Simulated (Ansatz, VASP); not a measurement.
**CuAu in VASP and in Ansatz**

The input INCAR:

```
SYSTEM = CuAu
PREC = Accurate
ENCUT = 520
EDIFF = 1E-7
ISMEAR = -1
SIGMA = 0.08
LREAL = .False.
LASPH = .True.
NELM = 100
ALGO = Normal
ISIF = 2
LWAVE = .False.
LCHARG = .False.
GGA = PE
NBANDS = 18
```

Contents of KPOINTS:

```
regular mesh
0
Gamma
  12 12 9
  0 0 0
```

File POSCAR:

```
CuAu
1.0
    2.8277245753      0.0000000000      0.0000000000
    0.0000000000      2.8277245753      0.0000000000
    0.0000000000      0.0000000000      3.7063389970
Cu Au
1 1
Direct
    0.5000000000      0.5000000000      0.5000000000
    0.0000000000      0.0000000000      0.0000000000
```

Input for Ansatz:

```yaml
crystal:
  lattice:
    - [2.8277245753, 0.0, 0.0]
    - [0.0, 2.8277245753, 0.0]
    - [0.0, 0.0, 3.706338997]
  atoms:
    - { symbol: Cu, position: [0.5, 0.5, 0.5] }
    - { symbol: Au, position: [0.0, 0.0, 0.0] }
kpoints:
  mp_grid: { grid: [12, 12, 9] }
scf:
  occupations: { method: fermi_dirac, width: 0.08 }
hamiltonian:
  xc: pbe
  pseudopotentials: { kind: all_electron, lapw: { basis_error: 0.0005 } }
output:
  forces: true
  stress: true
  eigenvalues: true
```

Change from the starting cell: volume scaled by 1.03.

Alike in both runs: task single point; functional PBE; k mesh 12 × 12 × 9; occupations fermi-dirac, width 0.08 eV; no spin polarisation.

```csv
,VASP,Ansatz
version,VASP 6.6.1,Ansatz 0.2.0
potentials or method,"VASP PAW PBE potentials, release 64 (Cu, Au), cutoff 520 eV","all-electron LAPW, scalar-relativistic"
```

```csv
,VASP,Ansatz,Ansatz less VASP
pressure (GPa),1.9,1.9,-0.01
"traceless stress, the component that is largest in VASP (GPa)",-0.93,-0.95,-0.014
```

Ansatz ran all-electron here, and VASP with PAW potentials.

Spin-orbit coupling is off throughout.
